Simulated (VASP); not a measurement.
# B8As7 (a cell with a defect) in VASP: notebook, part 2 of 2

VASP 6.6.1. The steps go on from the part before.

## Step 3: Relaxation of the atoms, PBEsol

Contents of INCAR:

```
SYSTEM = B8As7
  ALGO = Normal
  EDIFF = 1E-7
  EDIFFG = -0.03
  ENCUT = 450
  GGA = PS
  GGA_COMPAT = .False.
  IBRION = 2
  ISIF = 2
  ISMEAR = -1
  LASPH = .True.
  LCHARG = .False.
  LREAL = .False.
  LWAVE = .False.
  NELM = 120
  NELMIN = 4
  NSW = 45
  PREC = Accurate
  SIGMA = 0.05
```

Contents of KPOINTS:

```
k-points
0
Gamma
  2 2 2
  0 0 0
```

Contents of POSCAR:

```
B8As7
1.0
    0.0000000000      4.7770000000      4.7770000000
    4.7770000000      0.0000000000      4.7770000000
    4.7770000000      4.7770000000      0.0000000000
B As
8 7
Direct
    0.0000000000      0.0000000000      0.0000000000
    0.0000000000      0.0000000000      0.5000000000
    0.0000000000      0.5000000000      0.0000000000
    0.0000000000      0.5000000000      0.5000000000
    0.5000000000      0.0000000000      0.0000000000
    0.5000000000      0.0000000000      0.5000000000
    0.5000000000      0.5000000000      0.0000000000
    0.5000000000      0.5000000000      0.5000000000
    0.1250000000      0.1250000000      0.6250000000
    0.1250000000      0.6250000000      0.1250000000
    0.1250000000      0.6250000000      0.6250000000
    0.6250000000      0.1250000000      0.1250000000
    0.6250000000      0.1250000000      0.6250000000
    0.6250000000      0.6250000000      0.1250000000
    0.6250000000      0.6250000000      0.6250000000
```

Potentials or basis: VASP PAW PBE potentials, release 64 (B, As).

Command:

```sh
cat potpaw_PBE.64/B/POTCAR potpaw_PBE.64/As/POTCAR > POTCAR
mpirun -np 1 vasp_std > vasp.out
```

OUTCAR:

```text
SYSTEM = B8As7
   EDIFF = 1E-7
   EDIFFG = -0.03
   ENCUT = 450
   GGA = PS
   IBRION = 2
   ISIF = 2
   ISMEAR = -1
   LASPH = .True.
   LREAL = .False.
   NELM = 120
   NELMIN = 4
   NSW = 45
   PREC = Accurate

 ion  position               nearest neighbor table
   1  0.000  0.000  0.000-   9 2.07  10 2.07  12 2.07
   2  0.000  0.000  0.500-  11 2.07  13 2.07   9 2.07
   3  0.000  0.500  0.000-  11 2.07  14 2.07  10 2.07
   4  0.000  0.500  0.500-   9 2.07  10 2.07  15 2.07  11 2.07
   5  0.500  0.000  0.000-  13 2.07  14 2.07  12 2.07
   6  0.500  0.000  0.500-   9 2.07  12 2.07  15 2.07  13 2.07
   7  0.500  0.500  0.000-  10 2.07  12 2.07  15 2.07  14 2.07
   8  0.500  0.500  0.500-  11 2.07  13 2.07  14 2.07  15 2.07
   9  0.125  0.125  0.625-   1 2.07   4 2.07   6 2.07   2 2.07
  10  0.125  0.625  0.125-   1 2.07   4 2.07   7 2.07   3 2.07
  11  0.125  0.625  0.625-   2 2.07   3 2.07   8 2.07   4 2.07
  12  0.625  0.125  0.125-   1 2.07   6 2.07   7 2.07   5 2.07
  13  0.625  0.125  0.625-   2 2.07   5 2.07   8 2.07   6 2.07
  14  0.625  0.625  0.125-   3 2.07   5 2.07   8 2.07   7 2.07
  15  0.625  0.625  0.625-   4 2.07   6 2.07   7 2.07   8 2.07

  LATTYP: Found a face centered cubic cell.
 ALAT       =     9.5540000000

  Lattice vectors:

 A1 = (   0.0000000000,   4.7770000000,   4.7770000000)
[... 172 lines left out ...]
   NGX = 23   NGY = 23   NGZ = 23

--------------------------------------- Ionic step        1  -------------------------------------------

 number of electron      58.9999994 magnetization

 Free energy of the ion-electron system (eV)
  ---------------------------------------------------
  ext. energy  EPLUGINS =         0.00000000
  ---------------------------------------------------
  free energy    TOTEN  =       -86.18595578 eV

  energy without entropy =      -86.14653277  energy(sigma->0) =      -86.16624428

------------------------ aborting loop because EDIFF is reached ----------------------------------------

  FORCE on cell =-STRESS in cart. coord.  units (eV):
  Direction    XX          YY          ZZ          XY          YZ          ZX
  --------------------------------------------------------------------------------------
  -------------------------------------------------------------------------------------
  Total       -3.5651338     -3.5651338     -3.5651338     -0.0000000      0.0000000     -0.0000000
  in kB      -26.1993611    -26.1993611    -26.1993611     -0.0000000      0.0000000     -0.0000000
  external PRESSURE =     -26.1993611 kB  Pullay stress =       0.0000000 kB
[... 379 lines left out ...]
--------------------------------------- Ionic step        9  -------------------------------------------

 number of electron      58.9999997 magnetization

 Free energy of the ion-electron system (eV)
  ---------------------------------------------------
  ext. energy  EPLUGINS =         0.00000000
  ---------------------------------------------------
  free energy    TOTEN  =       -86.53501483 eV

  energy without entropy =      -86.49870758  energy(sigma->0) =      -86.51686121

 E-fermi :   5.2686     XC(G=0): -10.2801

 val. band max:        5.1127047441   @ k =   0.5000   0.5000   0.0000
 cond. band min:       5.3154050579   @ k =   0.5000   0.0000   0.0000
 fundamental gap:      0.2027003137
 Fermi energy:         5.2686198875

 k-point     1 :       0.0000    0.0000    0.0000
  band No.  band energies     occupation
      1     -10.1894      2.00000
      2      -7.5752      2.00000
      3      -7.5752      2.00000
      4      -7.5752      2.00000
      5      -6.9691      2.00000
      6      -6.2645      2.00000
[... 151 lines left out ...]
  FREE ENERGIE OF THE ION-ELECTRON SYSTEM (eV)
  ---------------------------------------------------
  free  energy   TOTEN  =       -86.5350148323 eV

  energy  without entropy=      -86.4987075807  energy(sigma->0) =      -86.51686121

 reached required accuracy - stopping structural energy minimisation
```

OSZICAR:

```text
N       E                     dE             d eps       ncg     rms          rms(c)
DAV:   1     0.206710858326E+03    0.20671E+03   -0.23114E+04   222   0.123E+03
DAV:   2    -0.705111549760E+02   -0.27722E+03   -0.26861E+03   282   0.205E+02
DAV:   3    -0.895768323430E+02   -0.19066E+02   -0.18616E+02   276   0.549E+01
[... 79 lines left out ...]
DAV:   1    -0.865350149019E+02   -0.66728E-04   -0.10868E-02   222   0.493E-01    0.161E-02
DAV:   2    -0.865350145649E+02    0.33694E-06   -0.13447E-04   284   0.488E-02    0.965E-03
DAV:   3    -0.865350146197E+02   -0.54756E-07   -0.13009E-05   284   0.144E-02    0.497E-03
DAV:   4    -0.865350147570E+02   -0.13729E-06   -0.10771E-06   284   0.414E-03    0.193E-03
DAV:   5    -0.865350148323E+02   -0.75323E-07   -0.79291E-08   173   0.139E-03
   9 F= -.86535015E+02 E0= -.86516861E+02  d E =-.983462E-03
```

CONTCAR:

```text
B8As7
   1.00000000000000
     0.0000000000000000    4.7770000000000001    4.7770000000000001
     4.7770000000000001    0.0000000000000000    4.7770000000000001
     4.7770000000000001    4.7770000000000001    0.0000000000000000
  B               As
     8     7
Direct
     0.9886919949778935    0.9886919949778935    0.9886919949778935
[... 19 lines left out ...]
  0.00000000E+00  0.00000000E+00  0.00000000E+00
  0.00000000E+00  0.00000000E+00  0.00000000E+00
  0.00000000E+00  0.00000000E+00  0.00000000E+00
  0.00000000E+00  0.00000000E+00  0.00000000E+00
  0.00000000E+00  0.00000000E+00  0.00000000E+00
  0.00000000E+00  0.00000000E+00  0.00000000E+00
  0.00000000E+00  0.00000000E+00  0.00000000E+00
  0.00000000E+00  0.00000000E+00  0.00000000E+00
  0.00000000E+00  0.00000000E+00  0.00000000E+00
  0.00000000E+00  0.00000000E+00  0.00000000E+00
  0.00000000E+00  0.00000000E+00  0.00000000E+00
```

It took 2.4 min on 1 thread of Intel Xeon 6975P-C (Granite Rapids), shared host; peak memory 0.32 GiB.

What came out:

| Item | Value |
| --- | --- |
| Free energy | -86.5350 eV |
| Energy gained by relaxing | 23.3 meV/atom |
| Ionic steps | 9 |
| Pressure after relaxing | 0.0 GPa |
| Largest force after relaxing | 0.015 eV/Å |
| Band gap on the k mesh | zero (an odd number of electrons rules out a gap without spin polarisation) |

Forces in eV/Å, atoms in the order of the input:
```
B    0.002  0.002  0.002
B   -0.002 -0.002  0.002
B   -0.002  0.002 -0.002
B   -0.007  0.007  0.007
B    0.002 -0.002 -0.002
B    0.007 -0.007  0.007
B    0.007  0.007 -0.007
B   -0.007 -0.007 -0.007
As   0.000  0.000  0.015
As   0.000  0.015  0.000
As  -0.015  0.000  0.000
As   0.015  0.000  0.000
As   0.000 -0.015  0.000
As   0.000  0.000 -0.015
As   0.000  0.000  0.000
```

Step by step:
```
step  energy change (eV)  largest force (eV/Å)  pressure (GPa)
   1              0.0000                0.8986           -2.62
   2             -0.1562                0.7036           -1.98
   3             -0.2360                0.5034           -1.42
   4             -0.2423                0.6707           -1.23
   5             -0.3338                0.2171           -0.53
   6             -0.3481                0.0584           -0.07
   7             -0.3481                0.0738           -0.04
   8             -0.3490                0.0303            0.01
   9             -0.3491                0.0154            0.03
```

Final structure:
```yaml
crystal:
  lattice:
    - [0.00000, 4.77700, 4.77700]
    - [4.77700, 0.00000, 4.77700]
    - [4.77700, 4.77700, 0.00000]
  atoms:
    - { symbol: B, position: [0.98869, 0.98869, 0.98869] }
    - { symbol: B, position: [0.98869, 0.98869, 0.53392] }
    - { symbol: B, position: [0.98869, 0.53392, 0.98869] }
    - { symbol: B, position: [0.99852, 0.50049, 0.50049] }
    - { symbol: B, position: [0.53392, 0.98869, 0.98869] }
    - { symbol: B, position: [0.50049, 0.99852, 0.50049] }
    - { symbol: B, position: [0.50049, 0.50049, 0.99852] }
    - { symbol: B, position: [0.50049, 0.50049, 0.50049] }
    - { symbol: As, position: [0.12676, 0.12676, 0.62324] }
    - { symbol: As, position: [0.12676, 0.62324, 0.12676] }
    - { symbol: As, position: [0.12676, 0.62324, 0.62324] }
    - { symbol: As, position: [0.62324, 0.12676, 0.12676] }
    - { symbol: As, position: [0.62324, 0.12676, 0.62324] }
    - { symbol: As, position: [0.62324, 0.62324, 0.12676] }
    - { symbol: As, position: [0.62500, 0.62500, 0.62500] }
```

Levels at points of the mesh, in eV from the Fermi level:
| k point | band 25 | band 26 | band 27 | band 28 | band 29 | band 30 | band 31 | band 32 | band 33 | band 34 |
| --- | --- | --- | --- | --- | --- | --- | --- | --- | --- | --- |
| (0.00, 0.00, 0.00) | -1.93 | -1.93 | -1.01 | -1.01 | -1.01 | 1.28 | 1.41 | 1.41 | 1.41 | 1.74 |
| (0.50, 0.00, 0.00) | -2.54 | -2.54 | -1.46 | -1.46 | -1.41 | 0.05 | 1.84 | 1.84 | 2.09 | 2.09 |
| (0.50, 0.50, 0.00) | -2.69 | -2.69 | -2.60 | -1.97 | -0.78 | -0.16 | 1.54 | 1.54 | 1.74 | 1.94 |

Caveat: the k points lie up to 0.57 Å⁻¹ apart, too coarse for converged energies and pressures of a metal; the PAW data sets were made with another functional, which shifts forces and pressure a little.
